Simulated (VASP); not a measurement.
# Ti (Im-3m) in VASP: notebook, part 2 of 2

VASP 6.6.1.

## (4) Single point, LDA

This run uses another cell than the first one, of 16.97 Å³/atom, 0.960 times its volume.

The input, INCAR:

```
SYSTEM = Ti
  ALGO = Normal
  EDIFF = 1E-6
  ENCUT = 520
  GGA = CA
  ISIF = 2
  ISMEAR = -1
  LASPH = .TRUE.
  LCHARG = .FALSE.
  LREAL = .FALSE.
  LWAVE = .FALSE.
  NBANDS = 12
  NELM = 80
  PREC = Accurate
  SIGMA = 0.05
```

The input, KPOINTS:

```
k-points
0
G
  11 11 11
  0 0 0
```

The input, POSCAR:

```
Ti
1.0
   -1.6188216056      1.6188216056      1.6188216056
    1.6188216056     -1.6188216056      1.6188216056
    1.6188216056      1.6188216056     -1.6188216056
Ti
1
Direct
    0.0000000000      0.0000000000      0.0000000000
```

Run with:

```sh
> cat potpaw_LDA.64/Ti_sv/POTCAR > POTCAR
> mpirun -np 1 vasp_std > vasp.out
```

It took 4.9 s on 1 thread of Intel Xeon 6975P-C (Granite Rapids), shared host; peak memory 0.13 GiB.

The run converged. Its results:

| Quantity | Value |
| --- | --- |
| Free energy | -8.4431 eV |
| Pressure | -7.4 GPa |
| Band gap on the k mesh | zero (band 6 reaches 9.08 eV, above the bottom of band 7 at 7.46 eV) |

Levels at points of the mesh, in eV from the Fermi level:
```
           k point  band 2  band 3  band 4  band 5  band 6  band 7  band 8  band 9  band 10  band 11
(0.00, 0.00, 0.00)  -31.96  -31.96  -31.96   -5.91    0.99    0.99    0.99    2.81     2.81    17.67
```

## (5) Single point, LDA

This run uses another cell than the first one, of 18.03 Å³/atom, 1.020 times its volume.

The input, INCAR:

```
PREC = Accurate
ENCUT = 520
EDIFF = 1E-6
ISMEAR = -1
SIGMA = 0.05
LREAL = F
LASPH = T
NELM = 80
ALGO = Normal
ISIF = 2
LWAVE = F
LCHARG = T
GGA = CA
LELF = T
LVHAR = T
NBANDS = 12
```

The input, KPOINTS:

```
Automatic mesh
0
Gamma
  11 11 11
```

The input, POSCAR:

```
Ti
1.0
   -1.6518678664      1.6518678664      1.6518678664
    1.6518678664     -1.6518678664      1.6518678664
    1.6518678664      1.6518678664     -1.6518678664
Ti
1
Direct
    0.0000000000      0.0000000000      0.0000000000
```

Potentials or basis: VASP PAW LDA potentials, release 64 (Ti_sv).

Run with:

```sh
> cat potpaw_LDA.64/Ti_sv/POTCAR > POTCAR
> mpirun -np 1 vasp_std > vasp.out
```

OUTCAR:

```text
PREC = Accurate
   ENCUT = 520
   EDIFF = 1E-6
   ISMEAR = -1
   LREAL = F
   LASPH = T
   NELM = 80
   ISIF = 2
   GGA = CA

 ion  position               nearest neighbor table
   1  0.000  0.000  0.000-

  LATTYP: Found a body centered cubic cell.
 ALAT       =     3.3037357328

  Lattice vectors:

 A1 = (  -1.6518678664,   1.6518678664,   1.6518678664)
 A2 = (   1.6518678664,  -1.6518678664,   1.6518678664)
 A3 = (   1.6518678664,   1.6518678664,  -1.6518678664)

Analysis of symmetry for initial positions (statically):
=====================================================================
 Subroutine PRICEL returns:
 Original cell was already a primitive cell.

 Routine SETGRP: Setting up the symmetry group for a
 body centered cubic supercell.

 Subroutine GETGRP returns: Found 48 space group operations
[... 9 lines left out ...]

 Routine SETGRP: Setting up the symmetry group for a
 body centered cubic supercell.

 Subroutine GETGRP returns: Found 48 space group operations
[... 11 lines left out ...]
                                     Primitive cell

  volume of cell :      18.0296

  direct lattice vectors                    reciprocal lattice vectors
    -1.651867866  1.651867866  1.651867866     0.000000000  0.302687648  0.302687648
     1.651867866 -1.651867866  1.651867866     0.302687648  0.000000000  0.302687648
     1.651867866  1.651867866 -1.651867866     0.302687648  0.302687648  0.000000000

  length of vectors
     2.861119072  2.861119072  2.861119072     0.428064978  0.428064978  0.428064978

  position of ions in fractional coordinates (direct lattice)
     0.000000000  0.000000000  0.000000000

  ion indices of the primitive-cell ions
   primitive index   ion index
                 1           1

----------------------------------------------------------------------------------------

 KPOINTS: Automatic mesh

Automatic generation of k-mesh.
 Grid dimensions read from file:
 generate k-points for:   11   11   11

 Generating k-lattice:

  Cartesian coordinates                     Fractional coordinates (reciprocal lattice)
     0.000000000  0.027517059  0.027517059     0.090909091  0.000000000  0.000000000
     0.027517059  0.000000000  0.027517059     0.000000000  0.090909091  0.000000000
     0.027517059  0.027517059  0.000000000     0.000000000  0.000000000  0.090909091

  Length of vectors
     0.038914998  0.038914998  0.038914998

  Shift w.r.t. Gamma in fractional coordinates (k-lattice)
     0.000000000  0.000000000  0.000000000

 Subroutine IBZKPT returns following result:
 ===========================================

 Found     56 irreducible k-points:

 Following reciprocal coordinates:
            Coordinates               Weight
  0.000000  0.000000  0.000000      1.000000
  0.090909  0.000000  0.000000     12.000000
  0.181818  0.000000  0.000000     12.000000
  0.272727  0.000000  0.000000     12.000000
  0.363636  0.000000  0.000000     12.000000
  0.454545  0.000000  0.000000     12.000000
[... 16 lines left out ...]
  0.272727  0.181818  0.090909     48.000000
  0.363636  0.181818  0.090909     24.000000
 [... further k-points ...]
   k-points           NKPTS =     56   k-points in BZ     NKDIM =     56   number of bands    NBANDS=     12
   number of dos      NEDOS =    301   number of ions     NIONS =      1
   total plane-waves  NPLWV =  13824
   dimension x,y,z NGX =    24 NGY =   24 NGZ =   24
   dimension x,y,z NGXF=    48 NGYF=   48 NGZF=   48
   ions per type =               1
   NGX,Y,Z   is equivalent  to a cutoff of  13.95, 13.95, 13.95 a.u.
   NGXF,Y,Z  is equivalent  to a cutoff of  27.89, 27.89, 27.89 a.u.
 SYSTEM =  unknown system
   PREC   = accura    normal or accurate (medium, high low for compatibility)
   ISTART =      0    job   : 0-new  1-cont  2-samecut
   ICHARG =      2    charge: 1-file 2-atom 10-const
   ISPIN  =      1    spin polarized calculation?
   LNONCOLLINEAR =      F non collinear calculations
   LSORBIT =      F    spin-orbit coupling
   LASPH  =      T    aspherical Exc in radial PAW
   ENCUT  =  520.0 eV  38.22 Ry    6.18 a.u.   5.32  5.32  5.32*2*pi/ulx,y,z
   NELM   =     80;   NELMIN=  2; NELMDL= -5     # of ELM steps
   EDIFF  = 0.1E-05   stopping-criterion for ELM
   LREAL  =      F    real-space projection
   EDIFFG = 0.1E-04   stopping-criterion for IOM
   NSW    =      0    number of steps for IOM
   IBRION =     -1    ionic relax: 0-MD 1-quasi-New 2-CG
   NFREE  =      0    steps in history (QN), initial steepest desc. (CG)
   ISIF   =      2    stress and relaxation
   ISYM   =      2    0-nonsym 1-usesym 2-fastsym
   POTIM  = 0.5000    time-step for ionic-motion
   TEBEG  =    0.0;   TEEND  =   0.0 temperature during run
   PSTRESS=    0.0 pullay stress
   NELECT =      12.0000    total number of electrons
   NUPDOWN=      -1.0000    fix difference up-down
   EMIN   =  10.00;   EMAX   =-10.00  energy-range for DOS
   EFERMI =   0.00;   METHOD = LEGACY
   ISMEAR =    -1;   SIGMA  =   0.05  broadening in eV -4-tet -1-fermi 0-gaus
   EFERMI_NEDOS =   21; number of points for ismear=-14 and -15
   IALGO  =     38    algorithm
   IMIX   =      4    mixing-type and parameters
     AMIX     =   0.40;   BMIX     =  1.00
     AMIX_MAG =   1.60;   BMIX_MAG =  1.00
  volume/ion in A,a.u.               =      18.03       121.67
  Fermi-wavevector in a.u.,A,eV,Ry     =   1.429354  2.701088 27.797440  2.043054
  Thomas-Fermi vector in A             =   2.549317
   LORBIT       =      0    0 simple, 1 ext, 2 COOP (PROOUT), +10 PAW based schemes
   GGA     = CA    functional components
   LHFCALC =     F    Hartree Fock is set to
   AEXX    =    0.0000 exact exchange contribution
   IVDW    =     0    specifies the selected vdW correction
   LEPSILON=     F    determine dielectric tensor
   LRPA    =     F    only Hartree local field effects (RPA)
 non-spin polarized calculation
  energy-cutoff  :      520.00
  volume of cell :       18.03
 maximum number of plane-waves:       494
 NGX is ok and might be reduce to    24
   NGX = 11   NGY = 11   NGZ = 11

 number of electron      12.0000003 magnetization

 Free energy of the ion-electron system (eV)
  ---------------------------------------------------
  ext. energy  EPLUGINS =         0.00000000
  ---------------------------------------------------
  free energy    TOTEN  =        -8.37658130 eV

  energy without entropy =       -8.35421085  energy(sigma->0) =       -8.36539607

 E-fermi :   7.4560     XC(G=0): -11.6017

 val. band max:        7.4421152352   @ k =   0.1818   0.0909   0.0909
 cond. band min:       7.4795341448   @ k =   0.2727   0.1818   0.0000
 fundamental gap:      0.0374189096
 Fermi energy:         7.4560106626

 k-point     1 :       0.0000    0.0000    0.0000
  band No.  band energies     occupation
      1     -48.4310      2.00000
      2     -24.6997      2.00000
      3     -24.6997      2.00000
      4     -24.6997      2.00000
      5       1.6700      2.00000
      6       8.3832      0.00000
      7       8.3832      0.00000
      8       8.3832      0.00000
      9      10.0781      0.00000
     10      10.0781      0.00000
     11      24.6953      0.00000
     12      24.6953      0.00000

 k-point     2 :       0.0909    0.0000    0.0000
  band No.  band energies     occupation
      1     -48.4217      2.00000
      2     -24.7506      2.00000
      3     -24.7156      2.00000
      4     -24.7000      2.00000
      5       1.9419      2.00000
      6       8.2639      0.00000
      7       8.3461      0.00000
      8       8.5792      0.00000
      9       9.9484      0.00000
     10      10.0861      0.00000
     11      24.2115      0.00000
     12      24.6273      0.00000

 k-point     3 :       0.1818    0.0000    0.0000
  band No.  band energies     occupation
      1     -48.3964      2.00000
      2     -24.8851      2.00000
      3     -24.7577      2.00000
      4     -24.7008      2.00000
      5       2.7061      2.00000
      6       7.9592      0.00009
      7       8.1472      0.00000
      8       9.1365      0.00000
      9       9.7800      0.00000
     10      10.1204      0.00000
     11      22.6438      0.00000
     12      23.9575      0.00000
[... 286 lines left out ...]
 k-point    23 :       0.2727    0.1818    0.0909
  band No.  band energies     occupation
      1     -48.3121      2.00000
      2     -25.2028      2.00000
      3     -24.9333      2.00000
      4     -24.7933      2.00000
      5       5.9588      2.00000
      6       6.9210      1.99995
      7       7.2505      1.96771
      8      10.1863      0.00000
      9      10.4000      0.00000
     10      12.8193      0.00000
     11      16.9643      0.00000
     12      18.5629      0.00000

 k-point    24 :       0.3636    0.1818    0.0909
  band No.  band energies     occupation
      1     -48.3054      2.00000
      2     -25.2042      2.00000
      3     -24.9743      2.00000
      4     -24.7973      2.00000
      5       6.0593      2.00000
      6       6.8854      1.99998
      7       7.5146      0.47311
      8      10.2424      0.00000
      9      10.4265      0.00000
     10      13.5672      0.00000
     11      15.6899      0.00000
     12      18.2561      0.00000

 [... further k-points ...]
[... 5 lines left out ...]
  --------------------------------------------------------------------------------------
  -------------------------------------------------------------------------------------
  Total       -1.4059847     -1.4059847     -1.4059847     -0.0000000     -0.0000000      0.0000000
  in kB     -124.9410832   -124.9410832   -124.9410832     -0.0000000     -0.0000000      0.0000000
  external PRESSURE =    -124.9410832 kB  Pullay stress =       0.0000000 kB

 VOLUME and BASIS-vectors are now :
 -----------------------------------------------------------------------------
  energy-cutoff  :      520.00
  volume of cell :       18.03
      direct lattice vectors                 reciprocal lattice vectors
    -1.651867866  1.651867866  1.651867866     0.000000000  0.302687648  0.302687648
     1.651867866 -1.651867866  1.651867866     0.302687648  0.000000000  0.302687648
     1.651867866  1.651867866 -1.651867866     0.302687648  0.302687648  0.000000000

 POSITION                                       TOTAL-FORCE (eV/Angst)
 -----------------------------------------------------------------------------------
      0.00000      0.00000      0.00000        -0.000000     -0.000000      0.000000
 -----------------------------------------------------------------------------------
    total drift:                                0.000000      0.000000      0.000000

  FREE ENERGIE OF THE ION-ELECTRON SYSTEM (eV)
  ---------------------------------------------------
  free  energy   TOTEN  =        -8.3765813018 eV

  energy  without entropy=       -8.3542108454  energy(sigma->0) =       -8.36539607
```

stdout:

```text
POSCAR found type information on POSCAR Ti
 POSCAR found :  1 types and       1 ions
 scaLAPACK will be used
 LDA part: xc-table for (Slater(with rela. corr.)+CA(PZ))
 , standard interpolation
 POSCAR, INCAR and KPOINTS ok, starting setup
 FFT: planning ... GRIDC
 FFT: planning ... GRID_SOFT
 FFT: planning ... GRID
 WAVECAR not read
 entering main loop
```

Run time: 6.4 s. Hardware: 1 thread of Intel Xeon 6975P-C (Granite Rapids), shared host; peak memory 0.13 GiB.

Results:

| Quantity | Value |
| --- | --- |
| Free energy | -8.3766 eV |
| Pressure | -12.5 GPa |
| Band gap on the k mesh | zero (band 6 reaches 8.40 eV, above the bottom of band 7 at 6.89 eV) |

Levels at points of the mesh, in eV from the Fermi level:
| k point | band 3 | band 4 | band 5 | band 6 | band 7 | band 8 | band 9 | band 10 |
| --- | --- | --- | --- | --- | --- | --- | --- | --- |
| (0.00, 0.00, 0.00) | -32.16 | -32.16 | -5.79 | 0.93 | 0.93 | 0.93 | 2.62 | 2.62 |

## (6) Single point, LDA

This run uses another cell than the first one, of 18.38 Å³/atom, 1.040 times its volume.

The input, INCAR:

```
SYSTEM = Ti
ALGO = Fast
EDIFF = 1E-6
ENCUT = 520
ISIF = 2
ISMEAR = -1
LASPH = .True.
LCHARG = .False.
LREAL = .False.
LWAVE = .False.
NBANDS = 12
NELM = 100
PREC = Accurate
SIGMA = 0.05
```

The input, KPOINTS:

```
k-points
0
Gamma
  11 11 11
  0 0 0
```

The input, POSCAR:

```
Ti
1.0
   -1.6625945817      1.6625945817      1.6625945817
    1.6625945817     -1.6625945817      1.6625945817
    1.6625945817      1.6625945817     -1.6625945817
Ti
1
Direct
    0.0000000000      0.0000000000      0.0000000000
```

Potentials or basis: VASP PAW LDA potentials, release 64 (Ti_sv).

Run with:

```sh
> cat potpaw_LDA.64/Ti_sv/POTCAR > POTCAR
> mpirun -np 1 vasp_std > vasp.out
```

It took 9.3 s on 1 thread of Intel Xeon 6975P-C (Granite Rapids), shared host; peak memory 0.13 GiB.

The run converged. Its results:

```yaml
Free_energy: -8.3475 eV
Pressure: -13.9 GPa
Band_gap_on_the_k_mesh: zero (band 6 reaches 8.19 eV, above the bottom of band 7 at 6.71 eV)
```

Levels at points of the mesh, in eV from the Fermi level:
```
           k point  band 4  band 5  band 6  band 7  band 8  band 9
(0.00, 0.00, 0.00)  -32.21   -5.74    0.91    0.91    0.91    2.56
```

## (7) Overview

| level | potentials or basis | U | cell | smearing | gap on the mesh (eV) | pressure (GPa) |
| --- | --- | --- | --- | --- | --- | --- |
| PBE+U | VASP PAW PBE potentials, release 64 (Ti_sv) | Ti d U = 6.2 eV | a = 2.842 Å, angles 109.5°, 1 atom | methfessel-paxton 0.1 eV | none | 13.1 |
| LDA | VASP PAW LDA potentials, release 64 (Ti_sv) | - | a = 2.784 Å, angles 109.5°, 1 atom | fermi-dirac 0.05 eV | none | -5.4 |
| LDA | VASP PAW LDA potentials, release 64 (Ti_sv) | - | a = 2.804 Å, angles 109.5°, 1 atom | fermi-dirac 0.05 eV | none | -7.4 |
| LDA | VASP PAW LDA potentials, release 64 (Ti_sv) | - | a = 2.861 Å, angles 109.5°, 1 atom | fermi-dirac 0.05 eV | none | -12.5 |
| LDA | VASP PAW LDA potentials, release 64 (Ti_sv) | - | a = 2.880 Å, angles 109.5°, 1 atom | fermi-dirac 0.05 eV | none | -13.9 |

Alike in all rows: task single point; no spin polarisation; k mesh 11 × 11 × 11; cutoff (eV) 520.

Caveats: U without spin polarisation on a metal has little footing (some runs); the U is typed as a test and isn't derived for this compound (some runs).

Total energies depend on the potentials used, so only differences within one code and one set of settings carry meaning.
